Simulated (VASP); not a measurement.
# Zn2O5 (P-3m1) in VASP: notebook

Runs on Zn2O5. Level: PBE. Tasks: single point, relaxation of cell and atoms.

All numbers are computed with VASP 6.6.1; they aren't measurements. Logs are shortened: lines on timing, memory, paths and dates and some standing lists are left out, and cuts for length are marked.

**1. The cell of the first run**

The structure is trigonal, space group P-3m1 (No. 164). Conventional cell: a = 3.174 Å, b = 3.174 Å, c = 8.781 Å, α = 90.00°, β = 90.00°, γ = 120.00°. Within 2.8 Å of Zn (site symmetry 3m) lie 6 O at 2.11 to 2.21 Å. Within 1.8 Å of O (site symmetry 3m) lie 1 O at 1.36 Å. Within 1.8 Å of O (site symmetry 3m) lie 1 O at 1.36 Å. Within 3.0 Å of O (site symmetry -3m) lie 6 Zn at 2.21 Å and 6 O at 2.93 Å.

**2. Single point, PBE**

INCAR

```
SYSTEM = Zn2O5
  ALGO = Normal
  EDIFF = 1E-6
  ENCUT = 520
  GGA = PE
  ISIF = 2
  ISMEAR = 0
  LASPH = .True.
  LCHARG = .True.
  LELF = .True.
  LREAL = .False.
  LVHAR = .True.
  LWAVE = .False.
  NBANDS = 36
  NELM = 100
  PREC = Accurate
  SIGMA = 0.2
```

KPOINTS

```
k-points
0
Gamma
  6 6 2
  0 0 0
```

POSCAR

```
Zn2O5
1.0
    3.1743457631      0.0000000000      0.0000000000
   -1.5871728816      2.7490640712      0.0000000000
    0.0000000000      0.0000000000      8.7806302104
Zn O
2 5
Direct
    0.3333333333      0.6666666667      0.1404754600
    0.6666666667      0.3333333333      0.8595245400
    0.6666666667      0.3333333333      0.2601051071
    0.6666666667      0.3333333333      0.4152948227
    0.3333333333      0.6666666667      0.7398948929
    0.3333333333      0.6666666667      0.5847051773
    0.0000000000      0.0000000000      0.0000000000
```

Potentials or basis: VASP PAW PBE potentials, release 64 (Zn, O).

Launch:

```bash
> cat potpaw_PBE.64/Zn/POTCAR potpaw_PBE.64/O/POTCAR > POTCAR
> mpirun -np 1 vasp_std > vasp.out
```

OUTCAR:

```text
SYSTEM = Zn2O5
   EDIFF = 1E-6
   ENCUT = 520
   GGA = PE
   ISIF = 2
   ISMEAR = 0
   LASPH = .True.
   LREAL = .False.
   NELM = 100
   PREC = Accurate

 ion  position               nearest neighbor table
   1  0.333  0.667  0.140-   3 2.11   3 2.11   3 2.11   7 2.21   7 2.21   7 2.21
   2  0.667  0.333  0.860-   5 2.11   5 2.11   5 2.11   7 2.21   7 2.21   7 2.21
   3  0.667  0.333  0.260-   4 1.36   1 2.11   1 2.11   1 2.11
   4  0.667  0.333  0.415-   3 1.36
   5  0.333  0.667  0.740-   6 1.36   2 2.11   2 2.11   2 2.11
   6  0.333  0.667  0.585-   5 1.36
   7  0.000  0.000  0.000-   1 2.21   2 2.21   1 2.21   2 2.21   2 2.21   1 2.21

  LATTYP: Found a hexagonal cell.
 ALAT       =     3.1743457631
 C/A-ratio  =     2.7661228063

  Lattice vectors:

 A1 = (   3.1743457631,   0.0000000000,   0.0000000000)
 A2 = (  -1.5871728816,   2.7490640712,   0.0000000000)
 A3 = (   0.0000000000,   0.0000000000,   8.7806302104)

Analysis of symmetry for initial positions (statically):
=====================================================================
 Subroutine PRICEL returns:
 Original cell was already a primitive cell.

 Routine SETGRP: Setting up the symmetry group for a
 hexagonal supercell.

 Subroutine GETGRP returns: Found 12 space group operations
 (whereof 12 operations were pure point group operations)
 out of a pool of 24 trial point group operations.

The static configuration has the point symmetry D_3d.

Analysis of symmetry for dynamics (positions and initial velocities):
=====================================================================
 Subroutine PRICEL returns:
 Original cell was already a primitive cell.

 Routine SETGRP: Setting up the symmetry group for a
 hexagonal supercell.

 Subroutine GETGRP returns: Found 12 space group operations
 (whereof 12 operations were pure point group operations)
 out of a pool of 24 trial point group operations.

The dynamic configuration has the point symmetry D_3d.

 Subroutine INISYM returns: Found 12 space group operations
 (whereof 12 operations are pure point group operations),
 and found     1 'primitive' translations

----------------------------------------------------------------------------------------

                                     Primitive cell

  volume of cell :      76.6240

  direct lattice vectors                    reciprocal lattice vectors
     3.174345763  0.000000000  0.000000000     0.315025544  0.181880082  0.000000000
    -1.587172882  2.749064071  0.000000000     0.000000000  0.363760165  0.000000000
     0.000000000  0.000000000  8.780630210     0.000000000  0.000000000  0.113887042

  length of vectors
     3.174345763  3.174345763  8.780630210     0.363760165  0.363760165  0.113887042

  position of ions in fractional coordinates (direct lattice)
     0.333333333  0.666666667  0.140475460
     0.666666667  0.333333333  0.859524540
     0.666666667  0.333333333  0.260105107
     0.666666667  0.333333333  0.415294823
     0.333333333  0.666666667  0.739894893
     0.333333333  0.666666667  0.584705177
     0.000000000  0.000000000  0.000000000

  ion indices of the primitive-cell ions
   primitive index   ion index
                 1           1
                 2           2
                 3           3
                 4           4
                 5           5
                 6           6
                 7           7

----------------------------------------------------------------------------------------

 KPOINTS: k-points

Automatic generation of k-mesh.
 Grid dimensions read from file:
 generate k-points for:    6    6    2

 Generating k-lattice:

  Cartesian coordinates                     Fractional coordinates (reciprocal lattice)
     0.052504257  0.030313347  0.000000000     0.166666667 -0.000000000  0.000000000
     0.000000000  0.060626694  0.000000000     0.000000000  0.166666667  0.000000000
     0.000000000  0.000000000  0.056943521     0.000000000  0.000000000  0.500000000

  Length of vectors
     0.060626694  0.060626694  0.056943521

  Shift w.r.t. Gamma in fractional coordinates (k-lattice)
     0.000000000  0.000000000  0.000000000

 Subroutine IBZKPT returns following result:
 ===========================================

 Found     14 irreducible k-points:

 Following reciprocal coordinates:
            Coordinates               Weight
  0.000000  0.000000  0.000000      1.000000
  0.166667  0.000000  0.000000      6.000000
  0.333333 -0.000000  0.000000      6.000000
  0.500000 -0.000000  0.000000      3.000000
  0.166667  0.166667  0.000000      6.000000
  0.333333  0.166667  0.000000     12.000000
  0.333333  0.333333  0.000000      2.000000
  0.000000  0.000000  0.500000      1.000000
  0.166667  0.000000  0.500000      6.000000
  0.333333 -0.000000  0.500000      6.000000
  0.500000 -0.000000  0.500000      3.000000
  0.166667  0.166667  0.500000      6.000000
  0.333333  0.166667  0.500000     12.000000
[... 36 lines left out ...]
   IALGO  =     38    algorithm
   IMIX   =      4    mixing-type and parameters
     AMIX     =   0.40;   BMIX     =  1.00
     AMIX_MAG =   1.60;   BMIX_MAG =  1.00
  volume/ion in A,a.u.               =      10.95        73.87
  Fermi-wavevector in a.u.,A,eV,Ry     =   1.456860  2.753066 28.877564  2.122441
  Thomas-Fermi vector in A             =   2.573729
   LORBIT       =      0    0 simple, 1 ext, 2 COOP (PROOUT), +10 PAW based schemes
   GGA     = PE    functional components
   LHFCALC =     F    Hartree Fock is set to
   AEXX    =    0.0000 exact exchange contribution
   IVDW    =     0    specifies the selected vdW correction
   LEPSILON=     F    determine dielectric tensor
   LRPA    =     F    only Hartree local field effects (RPA)
 non-spin polarized calculation
 Gauss-broadening in eV      SIGMA  =   0.20
  energy-cutoff  :      520.00
  volume of cell :       76.62
 maximum number of plane-waves:      2084
 NGX is ok and might be reduce to    24

 number of electron      53.9999957 magnetization

 Free energy of the ion-electron system (eV)
  ---------------------------------------------------
  ext. energy  EPLUGINS =         0.00000000
  ---------------------------------------------------
  free energy    TOTEN  =       -29.68451841 eV

  energy without entropy =      -29.63828667  energy(sigma->0) =      -29.66140254

 E-fermi :   2.1055     XC(G=0): -10.6840

 val. band max:        2.0461901587   @ k =   0.1667   0.0000   0.5000
 cond. band min:       2.2324619235   @ k =   0.3333   0.1667   0.5000
 fundamental gap:      0.1862717648
 Fermi energy:         2.1054658579

 k-point     1 :       0.0000    0.0000    0.0000
  band No.  band energies     occupation
      1     -21.6960      2.00000
      2     -21.4663      2.00000
      3     -16.9183      2.00000
      4     -13.7925      2.00000
      5     -13.0005      2.00000
      6      -6.1739      2.00000
[... 28 lines left out ...]
     35      13.0601      0.00000
     36      13.0601      0.00000

 k-point     2 :       0.1667    0.0000    0.0000
  band No.  band energies     occupation
      1     -21.6209      2.00000
      2     -21.4176      2.00000
      3     -16.7660      2.00000
      4     -13.6975      2.00000
      5     -12.9582      2.00000
      6      -6.1842      2.00000
[... 28 lines left out ...]
     35      12.3039      0.00000
     36      13.2886      0.00000

 k-point     3 :       0.3333   -0.0000    0.0000
  band No.  band energies     occupation
      1     -21.4595      2.00000
      2     -21.3268      2.00000
      3     -16.4412      2.00000
      4     -13.4587      2.00000
      5     -12.9131      2.00000
      6      -6.2451      2.00000
[... 28 lines left out ...]
     35      11.3042      0.00000
     36      12.5387      0.00000
[... 352 lines left out ...]
 k-point    13 :       0.3333    0.1667    0.5000
  band No.  band energies     occupation
      1     -21.3664      2.00000
      2     -21.2925      2.00000
      3     -16.2719      2.00000
      4     -13.2735      2.00000
      5     -12.9466      2.00000
      6      -5.8963      2.00000
[... 28 lines left out ...]
     35      11.0230      0.00000
     36      11.8276      0.00000

 k-point    14 :       0.3333    0.3333    0.5000
  band No.  band energies     occupation
      1     -21.2976      2.00000
      2     -21.2976      2.00000
      3     -16.1887      2.00000
      4     -13.0679      2.00000
      5     -13.0679      2.00000
      6      -5.5378      2.00000
[... 28 lines left out ...]
     35      11.0238      0.00000
     36      11.6810      0.00000

------------------------ aborting loop because EDIFF is reached ----------------------------------------

  FORCE on cell =-STRESS in cart. coord.  units (eV):
  Direction    XX          YY          ZZ          XY          YZ          ZX
  --------------------------------------------------------------------------------------
  -------------------------------------------------------------------------------------
  Total        0.0599979      0.0599979      0.8193741     -0.0000000      0.0000000      0.0000000
  in kB        1.2545333      1.2545333     17.1327875     -0.0000000      0.0000000      0.0000000
  external PRESSURE =       6.5472847 kB  Pullay stress =       0.0000000 kB

 VOLUME and BASIS-vectors are now :
 -----------------------------------------------------------------------------
  energy-cutoff  :      520.00
  volume of cell :       76.62
      direct lattice vectors                 reciprocal lattice vectors
     3.174345763  0.000000000  0.000000000     0.315025544  0.181880082  0.000000000
    -1.587172882  2.749064071  0.000000000     0.000000000  0.363760165  0.000000000
     0.000000000  0.000000000  8.780630210     0.000000000  0.000000000  0.113887042

 POSITION                                       TOTAL-FORCE (eV/Angst)
 -----------------------------------------------------------------------------------
     -0.00000      1.83271      1.23346        -0.000000     -0.000000     -0.021647
      1.58717      0.91635      7.54717         0.000000      0.000000      0.021647
      1.58717      0.91635      2.28389         0.000000     -0.000000     -0.271844
      1.58717      0.91635      3.64655         0.000000      0.000000      0.346885
     -0.00000      1.83271      6.49674        -0.000000     -0.000000      0.271844
     -0.00000      1.83271      5.13408        -0.000000      0.000000     -0.346885
      0.00000      0.00000      0.00000        -0.000000     -0.000000     -0.000000
 -----------------------------------------------------------------------------------
    total drift:                                0.000000     -0.000000      0.000000

  FREE ENERGIE OF THE ION-ELECTRON SYSTEM (eV)
  ---------------------------------------------------
  free  energy   TOTEN  =       -29.6845184055 eV

  energy  without entropy=      -29.6382866691  energy(sigma->0) =      -29.66140254
```

Wall time 28 s (1 thread of Intel Xeon Platinum 8488C (Sapphire Rapids), shared host); peak memory 0.19 GiB.

What came out:

```yaml
Free_energy: -29.6845 eV
Pressure: 0.7 GPa
Largest_force: 0.347 eV/Å
Band_gap_on_the_k_mesh: zero (bands 27 and 28 overlap by 0.37 eV)
```

Forces in eV/Å, atoms in the order of the input:
```
Zn   0.000  0.000 -0.022
Zn   0.000  0.000  0.022
O    0.000  0.000 -0.272
O    0.000  0.000  0.347
O    0.000  0.000  0.272
O    0.000  0.000 -0.347
O    0.000  0.000  0.000
```

Caveat: the k points lie up to 0.38 Å⁻¹ apart; semilocal functionals underestimate gaps, so a narrow gap can read as zero.

**3. Single point, PBE**

This run uses another cell than the first one: it holds 14 atoms, not 7.

INCAR

```
SYSTEM = Zn2O5
PREC = Accurate
ENCUT = 520
EDIFF = 1E-6
ISMEAR = 0
SIGMA = 0.2
LREAL = .FALSE.
LASPH = .TRUE.
NELM = 100
ALGO = Normal
ISIF = 2
LWAVE = .FALSE.
LCHARG = .FALSE.
GGA = PE
NBANDS = 67
```

KPOINTS

```
regular mesh
0
G
  6 6 1
  0 0 0
```

POSCAR

```
Zn2O5
1.0
    3.4000448839      0.0000000000      0.0000000000
   -1.7000224420      2.9445252435      0.0000000000
    0.0000000000      0.0000000000     19.8578012468
Zn O
4 10
Direct
    0.6666666667      0.3333333333      0.8237431896
    0.3333333333      0.6666666667      0.1762568104
    0.6666666667      0.3333333333      0.0600338801
    0.3333333333      0.6666666667      0.9399661199
    0.0000000000      0.0000000000      0.4692240957
    0.0000000000      0.0000000000      0.5307759043
    0.6666666667      0.3333333333      0.6538174347
    0.6666666667      0.3333333333      0.5922769150
    0.3333333333      0.6666666667      0.8227608387
    0.3333333333      0.6666666667      0.3461825653
    0.3333333333      0.6666666667      0.4077230850
    0.6666666667      0.3333333333      0.1772391613
    0.3333333333      0.6666666667      0.0589634000
    0.6666666667      0.3333333333      0.9410366000
```

Potentials or basis: VASP PAW PBE potentials, release 64 (Zn, O).

Launch:

```bash
> cat potpaw_PBE.64/Zn/POTCAR potpaw_PBE.64/O/POTCAR > POTCAR
> mpirun -np 1 vasp_std > vasp.out
```

It took 2 min on 1 thread of Intel Xeon Platinum 8488C (Sapphire Rapids), shared host; peak memory 0.34 GiB.

Results (log left out):

```
Free energy            : -62.7329 eV
Pressure               : 1.4 GPa
Largest force          : 1.103 eV/Å
Band gap on the k mesh : zero (bands 54 and 55 overlap by 0.19 eV)
```

Forces on the atoms (eV/Å):
```
Zn   0.000  0.000 -0.001
Zn   0.000  0.000  0.001
Zn   0.000  0.000  0.013
Zn   0.000  0.000 -0.013
O    0.000  0.000 -1.103
O    0.000  0.000  1.103
O    0.000  0.000  1.083
O    0.000  0.000 -1.090
O    0.000  0.000 -0.023
O    0.000  0.000 -1.083
O    0.000  0.000  1.090
O    0.000  0.000  0.023
O    0.000  0.000 -0.010
O    0.000  0.000  0.010
```

Stress tensor (GPa, compression positive):
```
0.55 0.00 0.00
0.00 0.55 0.00
0.00 0.00 3.24
```

Levels at points of the mesh, in eV from the Fermi level:
| k point | band 51 | band 52 | band 53 | band 54 | band 55 | band 56 | band 57 | band 58 |
| --- | --- | --- | --- | --- | --- | --- | --- | --- |
| (0.00, 0.00, 0.00) | -0.17 | -0.07 | -0.07 | 0.19 | 0.19 | 0.71 | 0.71 | 1.22 |
| (0.50, 0.00, 0.00) | -0.85 | -0.75 | -0.49 | -0.29 | 0.13 | 0.43 | 1.00 | 5.65 |

Caveat: the standard files for N, O and F lose accuracy on very short bonds; semilocal functionals underestimate gaps, so a narrow gap can read as zero; forces of over 1 eV/Å act on the atoms, so gaps and moduli don't describe the material at rest.

**4. Relaxation of cell and atoms, PBE**

This run uses another cell than the first one, of 11.28 Å³/atom.

INCAR

```
SYSTEM = Zn2O5
PREC = Accurate ; ENCUT = 600
EDIFF = 1E-6 ; ISMEAR = 0
SIGMA = 0.2 ; LREAL = .False.
LASPH = .True. ; NELM = 60
ALGO = Normal ; ISIF = 3
LWAVE = .False. ; LCHARG = .False.
GGA = PE ; IBRION = 2
NSW = 36 ; EDIFFG = -0.08
```

KPOINTS

```
Automatic mesh
0
Gamma
  6 6 2
  0 0 0
```

POSCAR

```
Zn2O5
1.0
    3.2000000000      0.0000000000      0.0000000000
   -1.6000000000      2.7712812900      0.0000000000
    0.0000000000      0.0000000000      8.9000000000
Zn O
2 5
Direct
    0.3333333300      0.6666666700      0.1130000000
    0.6666666700      0.3333333300      0.8870000000
    0.6666666700      0.3333333300      0.2250000000
    0.6666666700      0.3333333300      0.3750000000
    0.3333333300      0.6666666700      0.7750000000
    0.3333333300      0.6666666700      0.6250000000
    0.0000000000      0.0000000000      0.0000000000
```

Launch:

```bash
> cat potpaw_PBE.64/Zn/POTCAR potpaw_PBE.64/O/POTCAR > POTCAR
> mpirun -np 1 vasp_std > vasp.out
```

Wall time 4.3 min (1 thread of Intel Xeon Platinum 8488C (Sapphire Rapids), shared host); peak memory 0.24 GiB.

It converged, with:

```yaml
Free_energy: -29.6013 eV
Relaxed_volume: 11.76 Å³/atom
Relaxed_cell: a = 3.121 Å, b = 3.121 Å, c = 9.760 Å, α = 90.00°, β = 90.00°, γ = 120.00°
Space_group_after_relaxing_to_0.1_Å: P-3m1 (No. 164)
Energy_gained_by_relaxing: 88.3 meV/atom
Ionic_steps: 10
Pressure_after_relaxing: 0.3 GPa
Largest_force_after_relaxing: 0.030 eV/Å
Band_gap_on_the_k_mesh: zero (bands 27 and 28 overlap by 0.85 eV)
```

Forces on the atoms (eV/Å):
```
Zn   0.000  0.000  0.030
Zn   0.000  0.000 -0.030
O    0.000  0.000  0.028
O    0.000  0.000 -0.006
O    0.000  0.000 -0.028
O    0.000  0.000  0.006
O    0.000  0.000  0.000
```

Stress tensor (GPa, compression positive):
```
0.38 0.00 0.00
0.00 0.38 0.00
0.00 0.00 0.13
```

The path:
| step | energy change (eV) | largest force (eV/Å) | pressure (GPa) | volume (Å³) |
| --- | --- | --- | --- | --- |
| 1 | 0.0000 | 1.6945 | 9.79 | 78.93 |
| 2 | -0.0412 | 2.9089 | -7.54 | 87.00 |
| 3 | -0.2556 | 1.7886 | -0.52 | 82.90 |
| 4 | -0.4942 | 0.4380 | -2.14 | 86.92 |
| 5 | -0.4988 | 0.1925 | -2.11 | 86.45 |
| 6 | -0.5608 | 0.2216 | -1.77 | 85.31 |
| 7 | -0.5962 | 0.4472 | -1.29 | 83.77 |
| 8 | -0.5807 | 1.2097 | 2.88 | 81.91 |
| 9 | -0.6073 | 0.3102 | 0.31 | 83.02 |
| 10 | -0.6179 | 0.0300 | 0.30 | 82.34 |

Final structure:
```xyz
7
Lattice="3.1212 0.0000 0.0000 -1.5606 2.7030 0.0000 0.0000 0.0000 9.7602" Properties=species:S:1:pos:R:3 pbc="T T T"
Zn    0.0000    1.8020    1.2486
Zn    1.5606    0.9010    8.5116
O     1.5606    0.9010    2.3185
O     1.5606    0.9010    3.6731
O     0.0000    1.8020    7.4417
O     0.0000    1.8020    6.0871
O     0.0000    0.0000    9.7602
```

Levels at points of the mesh, in eV from the Fermi level:
```tsv
k point	band 25	band 26	band 27	band 28	band 29	band 30
(0.00, 0.00, 0.00)	0.24	0.24	0.26	0.36	0.36	3.89
(0.50, 0.00, 0.00)	-1.61	-1.01	-0.02	0.02	3.89	4.61
(0.00, 0.00, 0.50)	0.26	0.26	0.33	0.33	0.39	3.85
(0.50, 0.00, 0.50)	-1.41	-1.16	-0.18	0.17	3.97	4.45
```

Caveat: the k points lie up to 0.39 Å⁻¹ apart in the final cell, too coarse for converged energies and pressures of a metal.

**5. The runs side by side**

| task | cell | k mesh | cutoff (eV) | gap on the mesh (eV) | pressure (GPa) | largest force (eV/Å) |
| --- | --- | --- | --- | --- | --- | --- |
| single point | a = 3.174, b = 3.174, c = 8.781 Å, angles 90.0, 90.0, 120.0°, 7 atoms, atomic positions A | 6 × 6 × 2 | 520 | none | 0.7 | 0.35 |
| single point | a = 3.400, b = 3.400, c = 19.858 Å, angles 90.0, 90.0, 120.0°, 14 atoms, atomic positions B | 6 × 6 × 1 | 520 | none | 1.4 | 1.10 |
| relaxation of cell and atoms | relaxed from a = 3.200, b = 3.200, c = 8.900 Å, angles 90.0, 90.0, 120.0°, 7 atoms, atomic positions C | 6 × 6 × 2 | 600 | none | 0.3 | 0.03 |

Alike in all rows: level PBE; potentials or basis VASP PAW PBE potentials, release 64 (Zn, O); no spin polarisation; smearing gaussian 0.2 eV.

Caveats: some runs use coarse meshes; semilocal functionals underestimate gaps, so a narrow gap can read as zero (at least some runs); the standard files for N, O and F lose accuracy on very short bonds (at least some runs); forces of over 1 eV/Å act on the atoms, so gaps and moduli don't describe the material at rest (at least some runs).

Absolute energies hang on the potentials; compare differences alone.
